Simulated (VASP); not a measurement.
# AlCo (CsCl type) (Pm-3m) in VASP: notebook

The runs below take AlCo (CsCl type) through single point, with PBE.

All numbers are computed with VASP 6.6.1; they aren't measurements. Logs are shortened: lines on timing, memory, paths and dates and some standing lists are left out, and cuts for length are marked.

### 1 The cell of the first run

It takes space group Pm-3m (No. 221, cubic). The conventional cell has a = 2.648 Å, b = 2.648 Å, c = 2.648 Å, α = 90.00°, β = 90.00°, γ = 90.00°. Co (site symmetry m-3m) has 8 Al at 2.29 Å and 6 Co at 2.65 Å within 3.0 Å. Within 3.0 Å of Al (site symmetry m-3m) lie 8 Co at 2.29 Å and 6 Al at 2.65 Å.

### 2 Single point, PBE (volume scaled by 0.8)

INCAR reads:

```
  ALGO = Normal
  EDIFF = 1E-6
  ENCUT = 520
  GGA = PE
  ISIF = 2
  ISMEAR = -1
  LASPH = T
  LCHARG = F
  LREAL = F
  LWAVE = F
  NBANDS = 13
  NELM = 60
  PREC = Accurate
  SIGMA = 0.08
```

KPOINTS reads:

```
k-points
0
Gamma
  14 14 14
```

POSCAR reads:

```
AlCo
1.0
    2.6479131201      0.0000000000      0.0000000000
    0.0000000000      2.6479131201      0.0000000000
    0.0000000000      0.0000000000      2.6479131201
Co Al
1 1
Direct
    0.0000000000      0.0000000000      0.0000000000
    0.5000000000      0.5000000000      0.5000000000
```

Potentials or basis: VASP PAW PBE potentials, release 64 (Co, Al).

Command:

```console
$ cat potpaw_PBE.64/Co/POTCAR potpaw_PBE.64/Al/POTCAR > POTCAR
$ mpirun -np 1 vasp_std > vasp.out
```

OUTCAR:

```text
EDIFF = 1E-6
   ENCUT = 520
   GGA = PE
   ISIF = 2
   ISMEAR = -1
   LASPH = T
   LREAL = F
   NELM = 60
   PREC = Accurate

 ion  position               nearest neighbor table
   1  0.000  0.000  0.000-   2 2.29   2 2.29   2 2.29   2 2.29   2 2.29   2 2.29   2 2.29   2 2.29

   2  0.500  0.500  0.500-   1 2.29   1 2.29   1 2.29   1 2.29   1 2.29   1 2.29   1 2.29   1 2.29

  LATTYP: Found a simple cubic cell.
 ALAT       =     2.6479131201

  Lattice vectors:

 A1 = (   2.6479131201,   0.0000000000,   0.0000000000)
 A2 = (   0.0000000000,   2.6479131201,   0.0000000000)
 A3 = (   0.0000000000,   0.0000000000,   2.6479131201)

Analysis of symmetry for initial positions (statically):
=====================================================================
 Subroutine PRICEL returns:
 Original cell was already a primitive cell.

 Routine SETGRP: Setting up the symmetry group for a
 simple cubic supercell.

 Subroutine GETGRP returns: Found 48 space group operations
 (whereof 48 operations were pure point group operations)
 out of a pool of 48 trial point group operations.

The static configuration has the point symmetry O_h .

Analysis of symmetry for dynamics (positions and initial velocities):
=====================================================================
 Subroutine PRICEL returns:
 Original cell was already a primitive cell.

 Routine SETGRP: Setting up the symmetry group for a
 simple cubic supercell.

 Subroutine GETGRP returns: Found 48 space group operations
 (whereof 48 operations were pure point group operations)
 out of a pool of 48 trial point group operations.

The dynamic configuration has the point symmetry O_h .

 Subroutine INISYM returns: Found 48 space group operations
 (whereof 48 operations are pure point group operations),
 and found     1 'primitive' translations

----------------------------------------------------------------------------------------

                                     Primitive cell

  volume of cell :      18.5657

  direct lattice vectors                    reciprocal lattice vectors
     2.647913120  0.000000000  0.000000000     0.377655895  0.000000000  0.000000000
     0.000000000  2.647913120  0.000000000     0.000000000  0.377655895  0.000000000
     0.000000000  0.000000000  2.647913120     0.000000000  0.000000000  0.377655895

  length of vectors
     2.647913120  2.647913120  2.647913120     0.377655895  0.377655895  0.377655895

  position of ions in fractional coordinates (direct lattice)
     0.000000000  0.000000000  0.000000000
     0.500000000  0.500000000  0.500000000

  ion indices of the primitive-cell ions
   primitive index   ion index
                 1           1
                 2           2

----------------------------------------------------------------------------------------

 KPOINTS: k-points

Automatic generation of k-mesh.
 Grid dimensions read from file:
 generate k-points for:   14   14   14

 Generating k-lattice:

  Cartesian coordinates                     Fractional coordinates (reciprocal lattice)
     0.026975421  0.000000000  0.000000000     0.071428571  0.000000000  0.000000000
     0.000000000  0.026975421  0.000000000     0.000000000  0.071428571  0.000000000
     0.000000000  0.000000000  0.026975421     0.000000000  0.000000000  0.071428571

  Length of vectors
     0.026975421  0.026975421  0.026975421

  Shift w.r.t. Gamma in fractional coordinates (k-lattice)
     0.000000000  0.000000000  0.000000000

 Subroutine IBZKPT returns following result:
 ===========================================

 Found    120 irreducible k-points:

 Following reciprocal coordinates:
            Coordinates               Weight
  0.000000  0.000000  0.000000      1.000000
  0.071429  0.000000  0.000000      6.000000
  0.142857  0.000000  0.000000      6.000000
  0.214286  0.000000  0.000000      6.000000
  0.285714  0.000000  0.000000      6.000000
  0.357143  0.000000  0.000000      6.000000
[... 16 lines left out ...]
  0.285714  0.214286  0.000000     24.000000
  0.357143  0.214286  0.000000     24.000000
 [... further k-points ...]
   k-points           NKPTS =    120   k-points in BZ     NKDIM =    120   number of bands    NBANDS=     13
   number of dos      NEDOS =    301   number of ions     NIONS =      2
   total plane-waves  NPLWV =   8000
   dimension x,y,z NGX =    20 NGY =   20 NGZ =   20
   dimension x,y,z NGXF=    40 NGYF=   40 NGZF=   40
   ions per type =               1   1
   NGX,Y,Z   is equivalent  to a cutoff of  12.56, 12.56, 12.56 a.u.
   NGXF,Y,Z  is equivalent  to a cutoff of  25.11, 25.11, 25.11 a.u.
 SYSTEM =  unknown system
   PREC   = accura    normal or accurate (medium, high low for compatibility)
   ISTART =      0    job   : 0-new  1-cont  2-samecut
   ICHARG =      2    charge: 1-file 2-atom 10-const
   ISPIN  =      1    spin polarized calculation?
   LNONCOLLINEAR =      F non collinear calculations
   LSORBIT =      F    spin-orbit coupling
   LASPH  =      T    aspherical Exc in radial PAW
   ENCUT  =  520.0 eV  38.22 Ry    6.18 a.u.   4.92  4.92  4.92*2*pi/ulx,y,z
   NELM   =     60;   NELMIN=  2; NELMDL= -5     # of ELM steps
   EDIFF  = 0.1E-05   stopping-criterion for ELM
   LREAL  =      F    real-space projection
   EDIFFG = 0.1E-04   stopping-criterion for IOM
   NSW    =      0    number of steps for IOM
   IBRION =     -1    ionic relax: 0-MD 1-quasi-New 2-CG
   NFREE  =      0    steps in history (QN), initial steepest desc. (CG)
   ISIF   =      2    stress and relaxation
   ISYM   =      2    0-nonsym 1-usesym 2-fastsym
   POTIM  = 0.5000    time-step for ionic-motion
   TEBEG  =    0.0;   TEEND  =   0.0 temperature during run
   PSTRESS=    0.0 pullay stress
   NELECT =      12.0000    total number of electrons
   NUPDOWN=      -1.0000    fix difference up-down
   EMIN   =  10.00;   EMAX   =-10.00  energy-range for DOS
   EFERMI =   0.00;   METHOD = LEGACY
   ISMEAR =    -1;   SIGMA  =   0.08  broadening in eV -4-tet -1-fermi 0-gaus
   EFERMI_NEDOS =   21; number of points for ismear=-14 and -15
   IALGO  =     38    algorithm
   IMIX   =      4    mixing-type and parameters
     AMIX     =   0.40;   BMIX     =  1.00
     AMIX_MAG =   1.60;   BMIX_MAG =  1.00
  volume/ion in A,a.u.               =       9.28        62.64
  Fermi-wavevector in a.u.,A,eV,Ry     =   1.415462  2.674835 27.259713  2.003532
  Thomas-Fermi vector in A             =   2.536898
   LORBIT       =      0    0 simple, 1 ext, 2 COOP (PROOUT), +10 PAW based schemes
   GGA     = PE    functional components
   LHFCALC =     F    Hartree Fock is set to
   AEXX    =    0.0000 exact exchange contribution
   IVDW    =     0    specifies the selected vdW correction
   LEPSILON=     F    determine dielectric tensor
   LRPA    =     F    only Hartree local field effects (RPA)
 non-spin polarized calculation
  energy-cutoff  :      520.00
  volume of cell :       18.57
 maximum number of plane-waves:       516
 NGX is ok and might be reduce to    20
   NGX =  9   NGY =  9   NGZ =  9

 number of electron      11.9999996 magnetization

 Free energy of the ion-electron system (eV)
  ---------------------------------------------------
  ext. energy  EPLUGINS =         0.00000000
  ---------------------------------------------------
  free energy    TOTEN  =       -11.23645516 eV

  energy without entropy =      -11.22475810  energy(sigma->0) =      -11.23060663

 E-fermi :  13.8718     XC(G=0): -13.3848

 val. band max:       13.8551946732   @ k =   0.4286   0.4286   0.0714
 cond. band min:      13.8762824385   @ k =   0.5000   0.3571   0.0000
 fundamental gap:      0.0210877653
 Fermi energy:        13.8717581010

 k-point     1 :       0.0000    0.0000    0.0000
  band No.  band energies     occupation
      1       1.2054      2.00000
      2       9.7360      2.00000
      3       9.7360      2.00000
      4      12.7113      2.00000
      5      12.7113      2.00000
      6      12.7113      2.00000
      7      21.0632      0.00000
      8      21.0632      0.00000
      9      21.0632      0.00000
     10      23.5528      0.00000
     11      23.5528      0.00000
     12      33.7644      0.00000
     13      38.3718      0.00000

 k-point     2 :       0.0714    0.0000    0.0000
  band No.  band energies     occupation
      1       1.3191      2.00000
      2       9.7361      2.00000
      3       9.7728      2.00000
      4      12.6423      2.00000
      5      12.6423      2.00000
      6      12.7191      2.00000
      7      19.9581      0.00000
      8      21.2199      0.00000
      9      21.2199      0.00000
     10      23.5098      0.00000
     11      24.6163      0.00000
     12      34.0698      0.00000
     13      37.0889      0.00000

 k-point     3 :       0.1429    0.0000    0.0000
  band No.  band energies     occupation
      1       1.6573      2.00000
      2       9.7086      2.00000
      3       9.8781      2.00000
      4      12.4575      2.00000
      5      12.4575      2.00000
      6      12.7410      2.00000
      7      18.2279      0.00000
      8      21.6681      0.00000
      9      21.6681      0.00000
     10      23.3841      0.00000
     11      26.2228      0.00000
     12      34.9968      0.00000
     13      35.2525      0.00000
[... 305 lines left out ...]
 k-point    23 :       0.2857    0.2143    0.0000
  band No.  band energies     occupation
      1       3.8916      2.00000
      2       9.5598      2.00000
      3      10.1930      2.00000
      4      11.4588      2.00000
      5      12.0250      2.00000
      6      12.3375      2.00000
      7      15.7178      0.00000
      8      18.7546      0.00000
      9      24.1915      0.00000
     10      24.5054      0.00000
     11      28.4744      0.00000
     12      32.3117      0.00000
     13      32.3217      0.00000

 k-point    24 :       0.3571    0.2143    0.0000
  band No.  band energies     occupation
      1       4.7712      2.00000
      2       8.8695      2.00000
      3      10.4535      2.00000
      4      11.3731      2.00000
      5      11.8207      2.00000
      6      12.3698      2.00000
      7      14.8303      0.00001
      8      19.3846      0.00000
      9      23.2802      0.00000
     10      25.5091      0.00000
     11      28.1343      0.00000
     12      30.7731      0.00000
     13      32.9969      0.00000

 [... further k-points ...]
[... 5 lines left out ...]
  --------------------------------------------------------------------------------------
  -------------------------------------------------------------------------------------
  Total        7.4205916      7.4205916      7.4205916      0.0000000     -0.0000000      0.0000000
  in kB      640.3802328    640.3802328    640.3802328      0.0000000     -0.0000000      0.0000000
  external PRESSURE =     640.3802328 kB  Pullay stress =       0.0000000 kB

 VOLUME and BASIS-vectors are now :
 -----------------------------------------------------------------------------
  energy-cutoff  :      520.00
  volume of cell :       18.57
      direct lattice vectors                 reciprocal lattice vectors
     2.647913120  0.000000000  0.000000000     0.377655895  0.000000000  0.000000000
     0.000000000  2.647913120  0.000000000     0.000000000  0.377655895  0.000000000
     0.000000000  0.000000000  2.647913120     0.000000000  0.000000000  0.377655895

 POSITION                                       TOTAL-FORCE (eV/Angst)
 -----------------------------------------------------------------------------------
      0.00000      0.00000      0.00000         0.000000      0.000000      0.000000
      1.32396      1.32396      1.32396         0.000000      0.000000      0.000000
 -----------------------------------------------------------------------------------
    total drift:                                0.000000      0.000000      0.000000

  FREE ENERGIE OF THE ION-ELECTRON SYSTEM (eV)
  ---------------------------------------------------
  free  energy   TOTEN  =       -11.2364551565 eV

  energy  without entropy=      -11.2247580951  energy(sigma->0) =      -11.23060663
```

Wall time 33 s (1 thread of Intel Xeon 8259CL, shared host); peak memory 0.15 GiB.

Results:

| Quantity | Value |
| --- | --- |
| Free energy | -11.2365 eV |
| Pressure | 64.0 GPa |
| Band gap on the k mesh | zero (band 6 reaches 16.26 eV, above the bottom of band 7 at 13.56 eV) |

Levels at points of the mesh, in eV from the Fermi level:
```
           k point  band 4  band 5  band 6  band 7  band 8  band 9
(0.00, 0.00, 0.00)   -1.16   -1.16   -1.16    7.19    7.19    7.19
(0.50, 0.00, 0.00)   -2.32   -2.32   -1.00    0.32    8.59   11.91
(0.50, 0.50, 0.00)   -3.14   -2.10   -2.10   -0.32    3.18    4.88
(0.50, 0.50, 0.50)   -0.26   -0.26    2.39    2.39    2.39    6.35
```

### 3 Single point, PBE (volume scaled by 0.88)

INCAR reads:

```
  PREC = Accurate
  ENCUT = 520
  EDIFF = 1E-6
  ISMEAR = -1
  SIGMA = 0.08
  LREAL = False
  LASPH = True
  NELM = 100
  ALGO = Normal
  ISIF = 2
  LWAVE = False
  LCHARG = False
  GGA = PE
  NBANDS = 13
```

KPOINTS reads:

```
regular mesh
0
Gamma
  14 14 14
```

POSCAR reads:

```
AlCo
1.0
    2.7333880614      0.0000000000      0.0000000000
    0.0000000000      2.7333880614      0.0000000000
    0.0000000000      0.0000000000      2.7333880614
Co Al
1 1
Direct
    0.0000000000      0.0000000000      0.0000000000
    0.5000000000      0.5000000000      0.5000000000
```

Potentials or basis: VASP PAW PBE potentials, release 64 (Co, Al).

Command:

```console
$ cat potpaw_PBE.64/Co/POTCAR potpaw_PBE.64/Al/POTCAR > POTCAR
$ mpirun -np 1 vasp_std > vasp.out
```

Wall time 35 s (1 thread of Intel Xeon 8259CL, shared host); peak memory 0.15 GiB.

The run converged. Its results:

| Property | Result |
| --- | --- |
| Free energy | -11.7662 eV |
| Pressure | 29.9 GPa |
| Band gap on the k mesh | zero (band 6 reaches 14.75 eV, above the bottom of band 7 at 12.08 eV) |

Levels at points of the mesh, in eV from the Fermi level:
```tsv
k point	band 2	band 3	band 4	band 5	band 6	band 7	band 8	band 9	band 10	band 11
(0.00, 0.00, 0.00)	-3.57	-3.57	-1.00	-1.00	-1.00	6.64	6.64	6.64	9.27	9.27
(0.50, 0.00, 0.00)	-7.22	-2.85	-2.02	-2.02	-0.86	0.26	8.55	11.35	11.35	13.08
(0.50, 0.50, 0.00)	-3.58	-2.93	-2.93	-1.81	-1.81	-0.27	2.84	4.24	14.27	16.98
(0.50, 0.50, 0.50)	-4.56	-4.56	-0.22	-0.22	2.40	2.40	2.40	5.35	6.05	6.05
```

### 4 Single point, PBE (volume scaled by 0.88)

INCAR reads:

```
SYSTEM = AlCo
PREC = Accurate ; ENCUT = 520
EDIFF = 1E-6 ; ISMEAR = -1
SIGMA = 0.08 ; LREAL = .FALSE.
LASPH = .TRUE. ; NELM = 80
ALGO = Normal ; ISIF = 2
LWAVE = .FALSE. ; LCHARG = .FALSE.
GGA = PE ; NBANDS = 13
```

KPOINTS reads:

```
regular mesh
0
G
  14 14 14
  0 0 0
```

POSCAR is that of step 3.

Command:

```console
$ cat potpaw_PBE.64/Co/POTCAR potpaw_PBE.64/Al/POTCAR > POTCAR
$ mpirun -np 1 vasp_std > vasp.out
```

Wall time 34 s (1 thread of Intel Xeon 8259CL, shared host); peak memory 0.15 GiB.

The run converged. Its results:

```yaml
Free_energy: -11.7662 eV
Pressure: 29.9 GPa
Band_gap_on_the_k_mesh: zero (band 6 reaches 14.75 eV, above the bottom of band 7 at 12.08 eV)
```

Levels at points of the mesh, in eV from the Fermi level:
| k point | band 4 | band 5 | band 6 | band 7 | band 8 | band 9 |
| --- | --- | --- | --- | --- | --- | --- |
| (0.00, 0.00, 0.00) | -1.00 | -1.00 | -1.00 | 6.64 | 6.64 | 6.64 |
| (0.50, 0.00, 0.00) | -2.02 | -2.02 | -0.86 | 0.26 | 8.55 | 11.35 |
| (0.50, 0.50, 0.00) | -2.93 | -1.81 | -1.81 | -0.27 | 2.84 | 4.24 |
| (0.50, 0.50, 0.50) | -0.22 | -0.22 | 2.40 | 2.40 | 2.40 | 5.35 |

 Spin polarisation is off, so any magnetic state and its effect on volume and gap are missing.

(Part 1 of 2 ends here.)
